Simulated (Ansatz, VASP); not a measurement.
# Two plane-wave programs on PtSe2

```xyz
3
Lattice="3.7810 0.0000 0.0000 -1.8905 3.2102 0.0000 0.0000 0.0000 31.1216" Properties=species:S:1:pos:R:3 pbc="T T T"
Se    1.8905    1.0566   14.2566
Se    0.0000    2.1536   16.8650
Pt    0.0000    0.0000   15.5608
```

Alike in both runs: functional PBE; dispersion D3(BJ); k mesh 12 × 12 × 1; no spin polarisation.

Ansatz relaxed the structure, and its values are those at the end. VASP's run is a single point on that final structure, the one shown.

|  | VASP | Ansatz |
| --- | --- | --- |
| version | VASP 6.6.1 | Ansatz 0.2.0 |
| potentials or method | VASP PAW PBE potentials, release 64 (Se, Pt), cutoff 520 eV | scalar-relativistic, plane waves, PAW |
| occupations | gaussian, width 0.02 eV | gaussian, width 0.15 eV |
| valence electrons in the cell | 22 | 50 |

|  | VASP | Ansatz | Ansatz less VASP |
| --- | --- | --- | --- |
| gap on the k mesh at the Fermi level (eV) | 1.33 | 1.34 | +0.011 |

VASP's potentials hold 22 valence electrons a cell and Ansatz's 50, so a difference there can come from the potentials and not from the codes. Ansatz's warnings: force scf threshold loose, stress scf threshold loose.

Spin-orbit coupling is off throughout.
